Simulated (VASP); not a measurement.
# TlIn (R-3m) in VASP: a series of runs

TlIn is run at these levels: LDA; tasks: electric field gradients.

Everything below comes from runs of VASP 6.6.1. Logs are shortened: lines on timing, memory, paths and dates and some standing lists are left out, and cuts for length are marked.

## 1. The cell of the first run

The structure is trigonal, space group R-3m (No. 166). Conventional cell: a = 3.233 Å, b = 3.233 Å, c = 15.844 Å, α = 90.00°, β = 90.00°, γ = 120.00°. Within 4.3 Å of Tl (site symmetry -3m) lie 6 Tl at 3.23 Å and 6 In at 3.23 Å. Within 4.3 Å of In (site symmetry -3m) lie 6 In at 3.23 Å and 6 Tl at 3.23 Å.

## 2. Electric field gradients, LDA (23.90 Å³/atom)

INCAR reads:

```
SYSTEM = TlIn
ALGO = Normal ; EDIFF = 1E-8
ENCUT = 520 ; GGA = CA
ISIF = 2 ; ISMEAR = -1
LASPH = .True. ; LCHARG = .False.
LEFG = .True. ; LREAL = .False.
LWAVE = .False. ; NBANDS = 20
NELM = 100 ; PREC = Accurate
SIGMA = 0.05
```

KPOINTS reads:

```
k-points
0
Gamma
  12 12 12
  0 0 0
```

POSCAR reads:

```
TlIn
1.0
    1.6164140409      0.9332370816      5.2814239023
   -1.6164140409      0.9332370816      5.2814239023
    0.0000000000     -1.8664741632      5.2814239023
Tl In
1 1
Direct
    0.5000000000      0.5000000000      0.5000000000
    0.0000000000      0.0000000000      0.0000000000
```

Potentials or basis: VASP PAW LDA potentials, release 64 (Tl_d, In_d).

On the command line:

```
$ cat potpaw_LDA.64/Tl_d/POTCAR potpaw_LDA.64/In_d/POTCAR > POTCAR
$ mpirun -np 1 vasp_std > vasp.out
```

OUTCAR:

```text
SYSTEM = TlIn
   EDIFF = 1E-8
   ENCUT = 520
   GGA = CA
   ISIF = 2
   ISMEAR = -1
   LASPH = .True.
   LREAL = .False.
   NELM = 100
   PREC = Accurate

 ion  position               nearest neighbor table
   1  0.500  0.500  0.500-   2 3.23   2 3.23   2 3.23   2 3.23   2 3.23   2 3.23
   2  0.000  0.000  0.000-   1 3.23   1 3.23   1 3.23   1 3.23   1 3.23   1 3.23

  LATTYP: Found a trigonal (rhomboedric) cell.
 ALAT       =     5.6015323116
 COS(alpha) =     0.8334588600

  Lattice vectors:

 A1 = (   1.6164140409,   0.9332370816,   5.2814239023)
 A2 = (  -1.6164140409,   0.9332370816,   5.2814239023)
 A3 = (   0.0000000000,  -1.8664741632,   5.2814239023)

Analysis of symmetry for initial positions (statically):
=====================================================================
 Subroutine PRICEL returns:
 Original cell was already a primitive cell.

 Routine SETGRP: Setting up the symmetry group for a
 trigonal (rhombohedral) supercell.

 Subroutine GETGRP returns: Found 12 space group operations
 (whereof 12 operations were pure point group operations)
 out of a pool of 12 trial point group operations.

The static configuration has the point symmetry D_3d.

Analysis of symmetry for dynamics (positions and initial velocities):
=====================================================================
 Subroutine PRICEL returns:
 Original cell was already a primitive cell.

 Routine SETGRP: Setting up the symmetry group for a
 trigonal (rhombohedral) supercell.

 Subroutine GETGRP returns: Found 12 space group operations
 (whereof 12 operations were pure point group operations)
 out of a pool of 12 trial point group operations.

The dynamic configuration has the point symmetry D_3d.

 Subroutine INISYM returns: Found 12 space group operations
 (whereof 12 operations are pure point group operations),
 and found     1 'primitive' translations

----------------------------------------------------------------------------------------

                                     Primitive cell

  volume of cell :      47.8021

  direct lattice vectors                    reciprocal lattice vectors
     1.616414041  0.933237082  5.281423902     0.309326687  0.178589846  0.063114293
    -1.616414041  0.933237082  5.281423902    -0.309326687  0.178589846  0.063114293
     0.000000000 -1.866474163  5.281423902     0.000000000 -0.357179692  0.063114293

  length of vectors
     5.601532312  5.601532312  5.601532312     0.362713036  0.362713036  0.362713036

  position of ions in fractional coordinates (direct lattice)
     0.500000000  0.500000000  0.500000000
     0.000000000  0.000000000  0.000000000

  ion indices of the primitive-cell ions
   primitive index   ion index
                 1           1
                 2           2

----------------------------------------------------------------------------------------

 KPOINTS: k-points

Automatic generation of k-mesh.
 Grid dimensions read from file:
 generate k-points for:   12   12   12

 Generating k-lattice:

  Cartesian coordinates                     Fractional coordinates (reciprocal lattice)
     0.025777224  0.014882487  0.005259524     0.083333333  0.000000000 -0.000000000
    -0.025777224  0.014882487  0.005259524     0.000000000  0.083333333 -0.000000000
     0.000000000 -0.029764974  0.005259524    -0.000000000 -0.000000000  0.083333333

  Length of vectors
     0.030226086  0.030226086  0.030226086

  Shift w.r.t. Gamma in fractional coordinates (k-lattice)
     0.000000000  0.000000000  0.000000000

 Subroutine IBZKPT returns following result:
 ===========================================

 Found    189 irreducible k-points:

 Following reciprocal coordinates:
            Coordinates               Weight
  0.000000  0.000000  0.000000      1.000000
  0.083333 -0.000000  0.000000      6.000000
  0.166667 -0.000000  0.000000      6.000000
  0.250000  0.000000  0.000000      6.000000
  0.333333 -0.000000 -0.000000      6.000000
  0.416667 -0.000000  0.000000      6.000000
[... 16 lines left out ...]
  0.500000  0.166667 -0.000000     12.000000
 -0.416667  0.166667 -0.000000     12.000000
 [... further k-points ...]
   k-points           NKPTS =    189   k-points in BZ     NKDIM =    189   number of bands    NBANDS=     20
   number of dos      NEDOS =    301   number of ions     NIONS =      2
   total plane-waves  NPLWV =  74088
   dimension x,y,z NGX =    42 NGY =   42 NGZ =   42
   dimension x,y,z NGXF=    84 NGYF=   84 NGZF=   84
   ions per type =               1   1
   NGX,Y,Z   is equivalent  to a cutoff of  12.47, 12.47, 12.47 a.u.
   NGXF,Y,Z  is equivalent  to a cutoff of  24.93, 24.93, 24.93 a.u.
 SYSTEM =  TlIn
   PREC   = accura    normal or accurate (medium, high low for compatibility)
   ISTART =      0    job   : 0-new  1-cont  2-samecut
   ICHARG =      2    charge: 1-file 2-atom 10-const
   ISPIN  =      1    spin polarized calculation?
   LNONCOLLINEAR =      F non collinear calculations
   LSORBIT =      F    spin-orbit coupling
   LASPH  =      T    aspherical Exc in radial PAW
   ENCUT  =  520.0 eV  38.22 Ry    6.18 a.u.  10.42 10.42 10.42*2*pi/ulx,y,z
   NELM   =    100;   NELMIN=  2; NELMDL= -5     # of ELM steps
   EDIFF  = 0.1E-07   stopping-criterion for ELM
   LREAL  =      F    real-space projection
   EDIFFG = 0.1E-06   stopping-criterion for IOM
   NSW    =      0    number of steps for IOM
   IBRION =     -1    ionic relax: 0-MD 1-quasi-New 2-CG
   NFREE  =      0    steps in history (QN), initial steepest desc. (CG)
   ISIF   =      2    stress and relaxation
   ISYM   =      2    0-nonsym 1-usesym 2-fastsym
   POTIM  = 0.5000    time-step for ionic-motion
   TEBEG  =    0.0;   TEEND  =   0.0 temperature during run
   PSTRESS=    0.0 pullay stress
   NELECT =      26.0000    total number of electrons
   NUPDOWN=      -1.0000    fix difference up-down
   EMIN   =  10.00;   EMAX   =-10.00  energy-range for DOS
   EFERMI =   0.00;   METHOD = LEGACY
   ISMEAR =    -1;   SIGMA  =   0.05  broadening in eV -4-tet -1-fermi 0-gaus
   EFERMI_NEDOS =   21; number of points for ismear=-14 and -15
   IALGO  =     38    algorithm
   IMIX   =      4    mixing-type and parameters
     AMIX     =   0.40;   BMIX     =  1.00
     AMIX_MAG =   1.60;   BMIX_MAG =  1.00
  volume/ion in A,a.u.               =      23.90       161.29
  Fermi-wavevector in a.u.,A,eV,Ry     =   1.336340  2.525317 24.297349  1.785805
  Thomas-Fermi vector in A             =   2.464974
   LORBIT       =      0    0 simple, 1 ext, 2 COOP (PROOUT), +10 PAW based schemes
   GGA     = CA    functional components
   LHFCALC =     F    Hartree Fock is set to
   AEXX    =    0.0000 exact exchange contribution
   IVDW    =     0    specifies the selected vdW correction
   LEPSILON=     F    determine dielectric tensor
   LRPA    =     F    only Hartree local field effects (RPA)
 non-spin polarized calculation
  energy-cutoff  :      520.00
  volume of cell :       47.80
 maximum number of plane-waves:      1308
 NGX is ok and might be reduce to    42
   NGX = 21   NGY = 21   NGZ = 21

 number of electron      26.0000005 magnetization

 Free energy of the ion-electron system (eV)
  ---------------------------------------------------
  ext. energy  EPLUGINS =         0.00000000
  ---------------------------------------------------
  free energy    TOTEN  =        -6.06437298 eV

  energy without entropy =       -6.05757055  energy(sigma->0) =       -6.06097177

 E-fermi :   8.3278     XC(G=0): -11.1928

 val. band max:        8.3193508108   @ k =  -0.2500  -0.3333   0.0833
 cond. band min:       8.3390880372   @ k =  -0.3333   0.5000   0.2500
 fundamental gap:      0.0197372263
 Fermi energy:         8.3277920882

 k-point     1 :       0.0000    0.0000    0.0000
  band No.  band energies     occupation
      1      -6.3971      2.00000
      2      -6.2723      2.00000
      3      -6.2723      2.00000
      4      -6.0727      2.00000
      5      -6.0727      2.00000
      6      -3.7356      2.00000
[... 12 lines left out ...]
     19      19.9314      0.00000
     20      19.9366      0.00000

 k-point     2 :       0.0833   -0.0000    0.0000
  band No.  band energies     occupation
      1      -6.3800      2.00000
      2      -6.2779      2.00000
      3      -6.2476      2.00000
      4      -6.0896      2.00000
      5      -6.0754      2.00000
      6      -3.6937      2.00000
[... 498 lines left out ...]
 k-point    24 :      -0.4167    0.1667   -0.0000
  band No.  band energies     occupation
      1      -6.3550      2.00000
      2      -6.2957      2.00000
      3      -6.1670      2.00000
      4      -6.0807      2.00000
      5      -5.9664      2.00000
      6      -3.6601      2.00000
[... 12 lines left out ...]
     19      20.2040      0.00000
     20      20.9729      0.00000

 [... further k-points ...]

------------------------ aborting loop because EDIFF is reached ----------------------------------------

  FORCE on cell =-STRESS in cart. coord.  units (eV):
  Direction    XX          YY          ZZ          XY          YZ          ZX
  --------------------------------------------------------------------------------------
  -------------------------------------------------------------------------------------
  Total        1.4455748      1.4455748      1.4088109      0.0000000     -0.0000000      0.0000000
  in kB       48.4511718     48.4511718     47.2189596      0.0000000     -0.0000000      0.0000000
  external PRESSURE =      48.0404344 kB  Pullay stress =       0.0000000 kB

 VOLUME and BASIS-vectors are now :
 -----------------------------------------------------------------------------
  energy-cutoff  :      520.00
  volume of cell :       47.80
      direct lattice vectors                 reciprocal lattice vectors
     1.616414041  0.933237082  5.281423902     0.309326687  0.178589846  0.063114293
    -1.616414041  0.933237082  5.281423902    -0.309326687  0.178589846  0.063114293
     0.000000000 -1.866474163  5.281423902     0.000000000 -0.357179692  0.063114293

 POSITION                                       TOTAL-FORCE (eV/Angst)
 -----------------------------------------------------------------------------------
      0.00000      0.00000      7.92214         0.000000      0.000000     -0.000000
      0.00000      0.00000      0.00000         0.000000     -0.000000      0.000000
 -----------------------------------------------------------------------------------
    total drift:                                0.000000      0.000000     -0.000000

  FREE ENERGIE OF THE ION-ELECTRON SYSTEM (eV)
  ---------------------------------------------------
  free  energy   TOTEN  =        -6.0643729802 eV

  energy  without entropy=       -6.0575705540  energy(sigma->0) =       -6.06097177

 Electric field gradients (V/A^2)
---------------------------------------------------------------------
 ion       V_xx      V_yy      V_zz      V_xy      V_xz      V_yz
---------------------------------------------------------------------
   1      15.850    15.850   -31.701     0.000    -0.000     0.000
   2      -5.459    -5.459    10.918     0.000     0.000     0.000
---------------------------------------------------------------------

 Electric field gradients after diagonalization (V/A^2)
 (convention: |V_zz| > |V_xx| > |V_yy|)
----------------------------------------------------------------------
 ion       V_xx      V_yy      V_zz     asymmetry (V_yy - V_xx)/ V_zz
----------------------------------------------------------------------
   1      15.850    15.850   -31.701       0.000
   2      -5.459    -5.459    10.918       0.000
----------------------------------------------------------------------

           NMR quadrupolar parameters

 Cq : quadrupolar parameter    Cq=e*Q*V_zz/h
 eta: asymmetry parameters     (V_yy - V_xx)/ V_zz
 Q  : nuclear electric quadrupole moment in mb (millibarn)
----------------------------------------------------------------------
 ion       Cq(MHz)       eta       Q (mb)
----------------------------------------------------------------------
   1      -0.077       0.000       1.000
   2       0.026       0.000       1.000
----------------------------------------------------------------------
```

Wall time 4.3 min (1 thread of Intel Xeon Platinum 8488C (Sapphire Rapids), shared host); peak memory 0.34 GiB.

Results:

```
Free energy                             : -6.0644 eV
Pressure                                : 4.8 GPa
Band gap on the k mesh                  : zero (bands 13 and 14 overlap by 6.01 eV)
Largest electric field gradient by atom : Tl -31.7; In +10.9 V/Å²
```

Stress tensor (GPa, compression positive):
```
4.85 0.00 0.00
0.00 4.85 0.00
0.00 0.00 4.72
```

Electric field gradients, principal values (V/Å²):
```tsv
atom	least	middle	greatest (by size)
1 Tl	15.850	15.850	-31.701
2 In	-5.459	-5.459	10.918
```

Caveat: the cell stands under pressure; without QUAD_EFG the Cq values of the log hold for a quadrupole moment of 1 mb, not for the nuclei; spin-orbit coupling is left out, which moves the levels of the heavy elements.

## 3. Electric field gradients, LDA (28.12 Å³/atom)

This run uses another cell than the first one, of 28.12 Å³/atom.

INCAR reads:

```
SYSTEM = TlIn
PREC = Accurate ; ENCUT = 520
EDIFF = 1E-8 ; ISMEAR = -1
SIGMA = 0.05 ; LREAL = .False.
LASPH = .True. ; NELM = 100
ALGO = Normal ; ISIF = 2
LWAVE = .False. ; LCHARG = .False.
GGA = CA ; LEFG = .True.
NBANDS = 20
```

KPOINTS reads:

```
regular mesh
0
Gamma
  12 12 12
  0 0 0
```

POSCAR reads:

```
TlIn
1.0
    1.7063952716      0.9851877694      5.5754259406
   -1.7063952716      0.9851877694      5.5754259406
    0.0000000000     -1.9703755388      5.5754259406
Tl In
1 1
Direct
    0.5000000000      0.5000000000      0.5000000000
    0.0000000000      0.0000000000      0.0000000000
```

Potentials or basis: VASP PAW LDA potentials, release 64 (Tl_d, In_d).

On the command line:

```
$ cat potpaw_LDA.64/Tl_d/POTCAR potpaw_LDA.64/In_d/POTCAR > POTCAR
$ mpirun -np 1 vasp_std > vasp.out
```

OUTCAR:

```text
SYSTEM = TlIn
   PREC = Accurate
   ENCUT = 520
   EDIFF = 1E-8
   ISMEAR = -1
   LREAL = .False.
   LASPH = .True.
   NELM = 100
   ISIF = 2
   GGA = CA

 ion  position               nearest neighbor table
   1  0.500  0.500  0.500-   2 3.41   2 3.41   2 3.41   2 3.41   2 3.41   2 3.41
   2  0.000  0.000  0.000-   1 3.41   1 3.41   1 3.41   1 3.41   1 3.41   1 3.41

  LATTYP: Found a trigonal (rhomboedric) cell.
 ALAT       =     5.9133538862
 COS(alpha) =     0.8334588600

  Lattice vectors:

 A1 = (   1.7063952716,   0.9851877694,   5.5754259406)
 A2 = (  -1.7063952716,   0.9851877694,   5.5754259406)
 A3 = (   0.0000000000,  -1.9703755388,   5.5754259406)

Analysis of symmetry for initial positions (statically):
=====================================================================
 Subroutine PRICEL returns:
 Original cell was already a primitive cell.

 Routine SETGRP: Setting up the symmetry group for a
[... 741 lines left out ...]
  energy-cutoff  :      520.00
  volume of cell :       56.24
      direct lattice vectors                 reciprocal lattice vectors
     1.706395272  0.985187769  5.575425941     0.293015345  0.169172489  0.059786165
    -1.706395272  0.985187769  5.575425941    -0.293015345  0.169172489  0.059786165
     0.000000000 -1.970375539  5.575425941     0.000000000 -0.338344977  0.059786165

 POSITION                                       TOTAL-FORCE (eV/Angst)
 -----------------------------------------------------------------------------------
      0.00000      0.00000      8.36314        -0.000000      0.000000      0.000000
      0.00000      0.00000      0.00000         0.000000      0.000000     -0.000000
 -----------------------------------------------------------------------------------
    total drift:                                0.000000      0.000000     -0.000000

  FREE ENERGIE OF THE ION-ELECTRON SYSTEM (eV)
  ---------------------------------------------------
  free  energy   TOTEN  =        -6.0799545052 eV

  energy  without entropy=       -6.0718865588  energy(sigma->0) =       -6.07592053

 Electric field gradients (V/A^2)
---------------------------------------------------------------------
 ion       V_xx      V_yy      V_zz      V_xy      V_xz      V_yz
---------------------------------------------------------------------
   1      13.838    13.838   -27.676     0.000    -0.000     0.000
   2      -3.226    -3.226     6.453    -0.000    -0.000     0.000
---------------------------------------------------------------------

 Electric field gradients after diagonalization (V/A^2)
 (convention: |V_zz| > |V_xx| > |V_yy|)
----------------------------------------------------------------------
 ion       V_xx      V_yy      V_zz     asymmetry (V_yy - V_xx)/ V_zz
----------------------------------------------------------------------
   1      13.838    13.838   -27.676       0.000
   2      -3.226    -3.226     6.453       0.000
----------------------------------------------------------------------

           NMR quadrupolar parameters

 Cq : quadrupolar parameter    Cq=e*Q*V_zz/h
 eta: asymmetry parameters     (V_yy - V_xx)/ V_zz
 Q  : nuclear electric quadrupole moment in mb (millibarn)
----------------------------------------------------------------------
 ion       Cq(MHz)       eta       Q (mb)
----------------------------------------------------------------------
   1      -0.067       0.000       1.000
   2       0.016       0.000       1.000
----------------------------------------------------------------------
```

OSZICAR:

```text
N       E                     dE             d eps       ncg     rms          rms(c)
DAV:   1     0.189914001064E+03    0.18991E+03   -0.13062E+04  7608   0.152E+03
DAV:   2     0.359883382154E+01   -0.18632E+03   -0.18120E+03  7676   0.363E+02
DAV:   3    -0.588538969712E+01   -0.94842E+01   -0.94014E+01  9104   0.872E+01
DAV:   4    -0.613250802891E+01   -0.24712E+00   -0.24696E+00  8636   0.132E+01
DAV:   5    -0.614413608794E+01   -0.11628E-01   -0.11628E-01 10344   0.283E+00    0.311E+00
DAV:   6    -0.609157252302E+01    0.52564E-01   -0.91571E-02  9128   0.341E+00    0.195E+00
DAV:   7    -0.608087277327E+01    0.10700E-01   -0.31659E-02 10092   0.185E+00    0.639E-01
DAV:   8    -0.607995222929E+01    0.92054E-03   -0.24484E-03  8636   0.587E-01    0.221E-02
DAV:   9    -0.607995440569E+01   -0.21764E-05   -0.49707E-05 10400   0.589E-02    0.867E-03
DAV:  10    -0.607995449030E+01   -0.84612E-07   -0.30956E-06  9288   0.113E-02    0.275E-03
DAV:  11    -0.607995450685E+01   -0.16553E-07   -0.29903E-07  9064   0.359E-03    0.276E-03
DAV:  12    -0.607995450524E+01    0.16189E-08   -0.17439E-08  6340   0.119E-03
   1 F= -.60799545E+01 E0= -.60759205E+01  d E =-.806795E-02
```

It took 5.6 min on 1 thread of Intel Xeon Platinum 8488C (Sapphire Rapids), shared host; peak memory 0.41 GiB.

What came out:

```
Free energy                             : -6.0800 eV
Pressure                                : -3.1 GPa
Band gap on the k mesh                  : zero (bands 13 and 14 overlap by 5.04 eV)
Largest electric field gradient by atom : Tl -27.7; In +6.5 V/Å²
```

Electric field gradients, principal values (V/Å²):
```csv
atom,least,middle,greatest (by size)
1 Tl,13.838,13.838,-27.676
2 In,-3.226,-3.226,6.453
```

Caveat: the cell stands under tension; without QUAD_EFG the Cq values of the log hold for a quadrupole moment of 1 mb, not for the nuclei; spin-orbit coupling is left out, which moves the levels of the heavy elements.
